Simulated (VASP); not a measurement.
# I (Fmmm) in VASP: a series of runs

I is run at these levels: PBEsol+D4, PBE+D4, PBE+D3(BJ); tasks: single point.

Program: VASP 6.6.1. These are calculated values, not measurements. Logs are shortened: lines on timing, memory, paths and dates and some standing lists are left out, and cuts for length are marked.

**1. The cell of the first run**

Symmetry: Fmmm, No. 69, orthorhombic system. Conventional cell: a = 4.396 Å, b = 4.518 Å, c = 7.024 Å, α = 90.00°, β = 90.00°, γ = 90.00°. Within 4.1 Å of I (site symmetry mmm) lie 4 I at 3.15 Å.

**2. Single point, PBEsol+D4**

INCAR reads:

```
SYSTEM = I
PREC = Accurate
ENCUT = 520
EDIFF = 1E-6
ISMEAR = -1
SIGMA = 0.05
LREAL = .FALSE.
LASPH = .TRUE.
NELM = 80
ALGO = Normal
ISIF = 2
LWAVE = .FALSE.
LCHARG = .FALSE.
GGA = PS
IVDW = 13
NBANDS = 10
```

KPOINTS reads:

```
regular mesh
0
G
  9 9 9
  0 0 0
```

POSCAR reads:

```
I
1.0
    0.0000000000      2.2589283345      3.5118446014
    2.1977688224      0.0000000000      3.5118446014
    2.1977688224      2.2589283345      0.0000000000
I
1
Direct
    0.0000000000      0.0000000000      0.0000000000
```

Potentials or basis: VASP PAW PBE potentials, release 64 (I).

The run is started by

```bash
cat potpaw_PBE.64/I/POTCAR > POTCAR
mpirun -np 1 vasp_std > vasp.out
```

OUTCAR:

```text
SYSTEM = I
   PREC = Accurate
   ENCUT = 520
   EDIFF = 1E-6
   ISMEAR = -1
   LREAL = .FALSE.
   LASPH = .TRUE.
   NELM = 80
   ISIF = 2
   GGA = PS
   IVDW = 13

 ion  position               nearest neighbor table
   1  0.000  0.000  0.000-

  LATTYP: Found a face centered orthorhombic cell.
 ALAT       =     4.3955376448
 B/A-ratio  =     1.0278280006
 C/A-ratio  =     1.5979135592

  Lattice vectors:

 A1 = (   0.0000000000,   2.2589283345,   3.5118446014)
 A2 = (   2.1977688224,   0.0000000000,   3.5118446014)
 A3 = (   2.1977688224,   2.2589283345,   0.0000000000)

Analysis of symmetry for initial positions (statically):
=====================================================================
 Subroutine PRICEL returns:
 Original cell was already a primitive cell.

 Routine SETGRP: Setting up the symmetry group for a
 face centered orthorhombic supercell.

 Subroutine GETGRP returns: Found  8 space group operations
 (whereof  8 operations were pure point group operations)
 out of a pool of  8 trial point group operations.

The static configuration has the point symmetry D_2h.

Analysis of symmetry for dynamics (positions and initial velocities):
=====================================================================
 Subroutine PRICEL returns:
 Original cell was already a primitive cell.

 Routine SETGRP: Setting up the symmetry group for a
 face centered orthorhombic supercell.

 Subroutine GETGRP returns: Found  8 space group operations
 (whereof  8 operations were pure point group operations)
 out of a pool of  8 trial point group operations.

The dynamic configuration has the point symmetry D_2h.

 Subroutine INISYM returns: Found  8 space group operations
 (whereof  8 operations are pure point group operations),
 and found     1 'primitive' translations

----------------------------------------------------------------------------------------

                                     Primitive cell

  volume of cell :      34.8698

  direct lattice vectors                    reciprocal lattice vectors
     0.000000000  2.258928335  3.511844601    -0.227503455  0.221343897  0.142375320
     2.197768822  0.000000000  3.511844601     0.227503455 -0.221343897  0.142375320
     2.197768822  2.258928335  0.000000000     0.227503455  0.221343897 -0.142375320

  length of vectors
     4.175620879  4.142854125  3.151657503     0.347881696  0.347881696  0.347881696

  position of ions in fractional coordinates (direct lattice)
     0.000000000  0.000000000  0.000000000

  ion indices of the primitive-cell ions
   primitive index   ion index
                 1           1

----------------------------------------------------------------------------------------

 KPOINTS: regular mesh

Automatic generation of k-mesh.
 Grid dimensions read from file:
 generate k-points for:    9    9    9

 Generating k-lattice:

  Cartesian coordinates                     Fractional coordinates (reciprocal lattice)
    -0.025278162  0.024593766  0.015819480     0.111111111 -0.000000000  0.000000000
     0.025278162 -0.024593766  0.015819480    -0.000000000  0.111111111  0.000000000
     0.025278162  0.024593766 -0.015819480     0.000000000  0.000000000  0.111111111

  Length of vectors
     0.038653522  0.038653522  0.038653522

  Shift w.r.t. Gamma in fractional coordinates (k-lattice)
     0.000000000  0.000000000  0.000000000

 Subroutine IBZKPT returns following result:
 ===========================================

 Found    125 irreducible k-points:

 Following reciprocal coordinates:
            Coordinates               Weight
  0.000000  0.000000  0.000000      1.000000
  0.111111 -0.000000  0.000000      8.000000
  0.222222 -0.000000  0.000000      8.000000
  0.333333 -0.000000 -0.000000      8.000000
  0.444444 -0.000000  0.000000      8.000000
  0.111111  0.111111  0.000000      2.000000
[... 16 lines left out ...]
 -0.333333  0.333333  0.000000      4.000000
  0.444444  0.444444  0.000000      2.000000
 [... further k-points ...]
   k-points           NKPTS =    125   k-points in BZ     NKDIM =    125   number of bands    NBANDS=     10
   number of dos      NEDOS =    301   number of ions     NIONS =      1
   total plane-waves  NPLWV =  24576
   dimension x,y,z NGX =    32 NGY =   32 NGZ =   24
   dimension x,y,z NGXF=    64 NGYF=   64 NGZF=   48
   ions per type =               1
   NGX,Y,Z   is equivalent  to a cutoff of  12.74, 12.84, 12.66 a.u.
   NGXF,Y,Z  is equivalent  to a cutoff of  25.48, 25.68, 25.32 a.u.
 SYSTEM =  I
   PREC   = accura    normal or accurate (medium, high low for compatibility)
   ISTART =      0    job   : 0-new  1-cont  2-samecut
   ICHARG =      2    charge: 1-file 2-atom 10-const
   ISPIN  =      1    spin polarized calculation?
   LNONCOLLINEAR =      F non collinear calculations
   LSORBIT =      F    spin-orbit coupling
   LASPH  =      T    aspherical Exc in radial PAW
   ENCUT  =  520.0 eV  38.22 Ry    6.18 a.u.   7.76  7.70  5.86*2*pi/ulx,y,z
   NELM   =     80;   NELMIN=  2; NELMDL= -5     # of ELM steps
   EDIFF  = 0.1E-05   stopping-criterion for ELM
   LREAL  =      F    real-space projection
   EDIFFG = 0.1E-04   stopping-criterion for IOM
   NSW    =      0    number of steps for IOM
   IBRION =     -1    ionic relax: 0-MD 1-quasi-New 2-CG
   NFREE  =      0    steps in history (QN), initial steepest desc. (CG)
   ISIF   =      2    stress and relaxation
   ISYM   =      2    0-nonsym 1-usesym 2-fastsym
   POTIM  = 0.5000    time-step for ionic-motion
   TEBEG  =    0.0;   TEEND  =   0.0 temperature during run
   PSTRESS=    0.0 pullay stress
   NELECT =       7.0000    total number of electrons
   NUPDOWN=      -1.0000    fix difference up-down
   EMIN   =  10.00;   EMAX   =-10.00  energy-range for DOS
   EFERMI =   0.00;   METHOD = LEGACY
   ISMEAR =    -1;   SIGMA  =   0.05  broadening in eV -4-tet -1-fermi 0-gaus
   EFERMI_NEDOS =   21; number of points for ismear=-14 and -15
   IALGO  =     38    algorithm
   IMIX   =      4    mixing-type and parameters
     AMIX     =   0.40;   BMIX     =  1.00
     AMIX_MAG =   1.60;   BMIX_MAG =  1.00
  volume/ion in A,a.u.               =      34.87       235.31
  Fermi-wavevector in a.u.,A,eV,Ry     =   0.958571  1.811436 12.501826  0.918858
  Thomas-Fermi vector in A             =   2.087690
   LORBIT       =      0    0 simple, 1 ext, 2 COOP (PROOUT), +10 PAW based schemes
   GGA     = PS    functional components
   LHFCALC =     F    Hartree Fock is set to
   AEXX    =    0.0000 exact exchange contribution
   IVDW    =    13    specifies the selected vdW correction
   LEPSILON=     F    determine dielectric tensor
   LRPA    =     F    only Hartree local field effects (RPA)
 non-spin polarized calculation
  energy-cutoff  :      520.00
  volume of cell :       34.87
 maximum number of plane-waves:       955
   NGX = 15   NGY = 15   NGZ = 11

 number of electron       7.0000001 magnetization

 Free energy of the ion-electron system (eV)
  ---------------------------------------------------
  ext. energy  EPLUGINS =         0.00000000
  ---------------------------------------------------
  free energy    TOTEN  =        -1.66049187 eV

  energy without entropy =       -1.65528903  energy(sigma->0) =       -1.65789045

 E-fermi :   5.0216     XC(G=0):  -9.1780

 val. band max:        5.0207915690   @ k =   0.0000   0.1111   0.1111
 cond. band min:       5.0915385039   @ k =   0.1111   0.0000   0.1111
 fundamental gap:      0.0707469349
 Fermi energy:         5.0215657463

 k-point     1 :       0.0000    0.0000    0.0000
  band No.  band energies     occupation
      1      -9.4799      2.00000
      2       3.5019      2.00000
      3       6.0822      0.00000
      4       6.1829      0.00000
      5       9.8803      0.00000
      6      12.5085      0.00000
      7      13.5857      0.00000
      8      16.8496      0.00000
      9      16.9724      0.00000
     10      17.0987      0.00000

 k-point     2 :       0.1111   -0.0000    0.0000
  band No.  band energies     occupation
      1      -9.3242      2.00000
      2       3.4042      2.00000
      3       4.9005      1.83698
      4       6.2233      0.00000
      5      10.3189      0.00000
      6      12.9752      0.00000
      7      14.3791      0.00000
      8      14.8021      0.00000
      9      17.1294      0.00000
     10      17.7022      0.00000

 k-point     3 :       0.2222   -0.0000    0.0000
  band No.  band energies     occupation
      1      -8.8843      2.00000
      2       2.5342      2.00000
      3       3.3972      2.00000
      4       6.4629      0.00000
      5      10.8891      0.00000
      6      13.0939      0.00000
      7      13.3940      0.00000
      8      17.4061      0.00000
      9      17.7286      0.00000
     10      18.5853      0.00000

 k-point     4 :       0.3333   -0.0000   -0.0000
  band No.  band energies     occupation
      1      -8.2695      2.00000
      2       0.5933      2.00000
      3       3.2181      2.00000
      4       6.7673      0.00000
      5      10.1582      0.00000
      6      13.8128      0.00000
      7      14.2675      0.00000
      8      17.3736      0.00000
      9      18.3379      0.00000
     10      19.1564      0.00000
[... 222 lines left out ...]
 k-point    22 :      -0.4444    0.3333    0.0000
  band No.  band energies     occupation
      1      -8.4566      2.00000
      2       0.7319      2.00000
      3       2.2697      2.00000
      4       6.1143      0.00000
      5      12.3616      0.00000
      6      14.6522      0.00000
      7      16.1951      0.00000
      8      19.3376      0.00000
      9      19.5321      0.00000
     10      20.5133      0.00000

 k-point    23 :      -0.3333    0.3333    0.0000
  band No.  band energies     occupation
      1      -7.9731      2.00000
      2       0.4026      2.00000
      3       1.4095      2.00000
      4       6.5440      0.00000
      5      13.0327      0.00000
      6      13.1483      0.00000
      7      15.9838      0.00000
      8      17.8492      0.00000
      9      19.2165      0.00000
     10      20.9525      0.00000

 k-point    24 :       0.4444    0.4444    0.0000
  band No.  band energies     occupation
      1      -8.9439      2.00000
      2       0.1112      2.00000
      3       5.6082      0.00002
      4       5.7247      0.00000
      5      11.5797      0.00000
      6      11.9619      0.00000
      7      17.3778      0.00000
      8      20.8958      0.00000
      9      20.9353      0.00000
     10      22.1944      0.00000

 [... further k-points ...]

------------------------ aborting loop because EDIFF is reached ----------------------------------------

  DFT-D4 for vdW energy calculation

  Edisp (eV):   -0.23585

  FORCE on cell =-STRESS in cart. coord.  units (eV):
  Direction    XX          YY          ZZ          XY          YZ          ZX
  --------------------------------------------------------------------------------------
  -------------------------------------------------------------------------------------
  Total      -0.00233    -0.00605     0.00088     0.00000     0.00000     0.00000
  in kB      -0.10726    -0.27810     0.04060     0.00000     0.00000     0.00000
  external pressure =       -0.11 kB  Pullay stress =        0.00 kB

 VOLUME and BASIS-vectors are now :
 -----------------------------------------------------------------------------
  energy-cutoff  :      520.00
  volume of cell :       34.87
      direct lattice vectors                 reciprocal lattice vectors
     0.000000000  2.258928335  3.511844601    -0.227503455  0.221343897  0.142375320
     2.197768822  0.000000000  3.511844601     0.227503455 -0.221343897  0.142375320
     2.197768822  2.258928335  0.000000000     0.227503455  0.221343897 -0.142375320

 POSITION                                       TOTAL-FORCE (eV/Angst)
 -----------------------------------------------------------------------------------
      0.00000      0.00000      0.00000        -0.000000      0.000000      0.000000
 -----------------------------------------------------------------------------------
    total drift:                                0.000000      0.000000      0.000000

  FREE ENERGIE OF THE ION-ELECTRON SYSTEM (eV)
  ---------------------------------------------------
  free  energy   TOTEN  =        -1.8963436570 eV

  energy  without entropy=       -1.8911408205  energy(sigma->0) =       -1.89374224
```

Wall time 19 s (1 thread of Intel Xeon 6975P-C, shared host); peak memory 0.19 GiB.

Results:

- Free energy: -1.8963 eV
- Pressure: 0.0 GPa
- Dispersion energy per atom: -0.236 eV

Caveat: the PAW data sets were made with another functional, which shifts forces and pressure a little; spin-orbit coupling is left out, which moves the levels of the heavy elements; an odd number of electrons without spin polarisation forces a metal; a magnetic or distorted state may lie lower; pairwise dispersion overbinds metals, which lowers pressure and volume.

**3. Single point, PBE+D4**

This run uses another cell than the first one, of 37.11 Å³/atom, 1.064 times its volume.

INCAR reads:

```
PREC     = Accurate       # precision mode
ENCUT    = 520            # plane-wave cutoff, eV
EDIFF    = 1E-7           # SCF threshold, eV
ISMEAR   = -1             # smearing method
SIGMA    = 0.05           # smearing width, eV
LREAL    = False          # projectors in reciprocal space
LASPH    = True           # aspherical terms in the spheres
NELM     = 60             # most SCF steps
ALGO     = Normal         # electronic algorithm
ISIF     = 2              # what is computed and relaxed
LWAVE    = False          # write WAVECAR
LCHARG   = False          # write CHGCAR
GGA      = PE             # functional
IVDW     = 13             # dispersion correction
NBANDS   = 10             # bands
```

KPOINTS reads:

```
Automatic mesh
0
Gamma
  9 9 9
```

POSCAR reads:

```
I
1.0
    0.0000000000      2.2901832146      3.6350083555
    2.2287410008      0.0000000000      3.6350083555
    2.2287410008      2.2901832146      0.0000000000
I
1
Direct
    0.0000000000      0.0000000000      0.0000000000
```

Potentials or basis: VASP PAW PBE potentials, release 64 (I).

The run is started by

```bash
cat potpaw_PBE.64/I/POTCAR > POTCAR
mpirun -np 1 vasp_std > vasp.out
```

It took 23 s on 1 thread of Intel Xeon 6975P-C, shared host; peak memory 0.19 GiB.

The run converged. Its results:

| Quantity | Value |
| --- | --- |
| Free energy | -1.7542 eV |
| Pressure | 0.0 GPa |
| Dispersion energy per atom | -0.388 eV |

Levels at points of the mesh, in eV from the Fermi level:
```tsv
k point	band 1	band 2	band 3	band 4	band 5	band 6	band 7	band 8
(0.00, 0.00, 0.00)	-14.14	-1.61	0.95	1.05	4.90	7.50	8.46	11.92
```

Caveat: spin-orbit coupling is left out, which moves the levels of the heavy elements; an odd number of electrons without spin polarisation forces a metal; a magnetic or distorted state may lie lower; pairwise dispersion overbinds metals, which lowers pressure and volume.

**4. Single point, PBE+D3(BJ)**

This run uses another cell than the first one, of 37.43 Å³/atom, 1.073 times its volume.

INCAR reads:

```
PREC = Accurate
ENCUT = 520
EDIFF = 1E-6
ISMEAR = -1
SIGMA = 0.05
LREAL = False
LASPH = True
NELM = 100
ALGO = Normal
ISIF = 2
LWAVE = False
LCHARG = False
GGA = PE
IVDW = 12
NBANDS = 10
```

KPOINTS is that of step 3.

POSCAR reads:

```
I
1.0
    0.0000000000      2.2990543024      3.6645964361
    2.2211368773      0.0000000000      3.6645964361
    2.2211368773      2.2990543024      0.0000000000
I
1
Direct
    0.0000000000      0.0000000000      0.0000000000
```

The run is started by

```bash
cat potpaw_PBE.64/I/POTCAR > POTCAR
mpirun -np 1 vasp_std > vasp.out
```

Wall time 21 s (1 thread of Intel Xeon 6975P-C, shared host); peak memory 0.2 GiB.

The run converged. Its results:

```yaml
Free_energy: -1.7189 eV
Pressure: 0.0 GPa
Dispersion_energy_per_atom: -0.349 eV
```

Levels at points of the mesh, in eV from the Fermi level:
| k point | band 2 | band 3 | band 4 | band 5 | band 6 | band 7 |
| --- | --- | --- | --- | --- | --- | --- |
| (0.00, 0.00, 0.00) | -1.67 | 0.92 | 1.05 | 4.84 | 7.49 | 8.43 |

Caveat: spin-orbit coupling is left out, which moves the levels of the heavy elements; an odd number of electrons without spin polarisation forces a metal; a magnetic or distorted state may lie lower; pairwise dispersion overbinds metals, which lowers pressure and volume.

**5. Summary**

| level | cell | gap on the mesh (eV) | pressure (GPa) |
| --- | --- | --- | --- |
| PBEsol+D4 | a = 4.176, b = 4.143, c = 3.152 Å, angles 68.3, 67.2, 44.5°, 1 atom | none | 0.0 |
| PBE+D4 | a = 4.296, b = 4.264, c = 3.196 Å, angles 68.6, 67.5, 43.8°, 1 atom | none | 0.0 |
| PBE+D3(BJ) | a = 4.326, b = 4.285, c = 3.197 Å, angles 68.9, 67.5, 43.6°, 1 atom | none | 0.0 |

Alike in all rows: task single point; potentials or basis VASP PAW PBE potentials, release 64 (I); no spin polarisation; k mesh 9 × 9 × 9; cutoff (eV) 520; smearing fermi-dirac 0.05 eV.

Caveats: spin-orbit coupling is left out, which moves the levels of the heavy elements; an odd number of electrons without spin polarisation forces a metal; a magnetic or distorted state may lie lower; pairwise dispersion overbinds metals, which lowers pressure and volume; the PAW data sets were made with another functional, which shifts forces and pressure a little (some runs).

Total energies depend on the potentials used, so only differences within one code and one set of settings carry meaning.
